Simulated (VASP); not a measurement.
Hf2NO, 4 atoms in the cell. Symmetry: P-4m2, No. 115, tetragonal system. The conventional cell has a = 3.486 Å, b = 3.486 Å, c = 4.952 Å, α = 90.00°, β = 90.00°, γ = 90.00°. Within 2.8 Å of Hf (site symmetry 2mm) lie 2 N at 2.10 Å and 2 O at 2.17 Å. N (site symmetry -4m2) has 4 Hf at 2.10 Å within 2.8 Å. O (site symmetry -4m2) has 4 Hf at 2.17 Å within 2.9 Å. 

* Program: VASP 6.6.1
* Task: single point
* Functional: PBE
* Potentials or basis: VASP PAW PBE potentials, release 64 (Hf_pv, N, O)
* Cutoff: 520 eV
* k mesh: 14 × 14 × 10
* Occupations: gaussian, width 0.1 eV
* Spin: no spin polarisation
* Dipole correction: no
* k mesh for the DOS: 21 × 21 × 15
* Occupations for the DOS: tetrahedron
* Further INCAR settings: ALGO = Normal; EDIFF = 1e-06

Potentials or basis: VASP PAW PBE potentials, release 64 (Hf_pv, N, O).

Run with:

```sh
$ cat potpaw_PBE.64/Hf_pv/POTCAR potpaw_PBE.64/N/POTCAR potpaw_PBE.64/O/POTCAR > POTCAR
$ cp INCAR.step1 INCAR
$ cp KPOINTS.step1 KPOINTS
$ mpirun -np 1 vasp_std > vasp.out
$ cp INCAR.step2 INCAR
$ cp KPOINTS.step2 KPOINTS
$ mpirun -np 1 vasp_std > vasp.out
```

Hardware: 1 thread of Intel(R) Xeon(R) 6975P-C (Granite Rapids), on a shared host.

Estimate the wall time of this run.

Run time: 4.9 min on 1 thread of Intel(R) Xeon(R) 6975P-C (Granite Rapids), on a shared host, peak memory 0.68 GiB. Counts: k points 528.
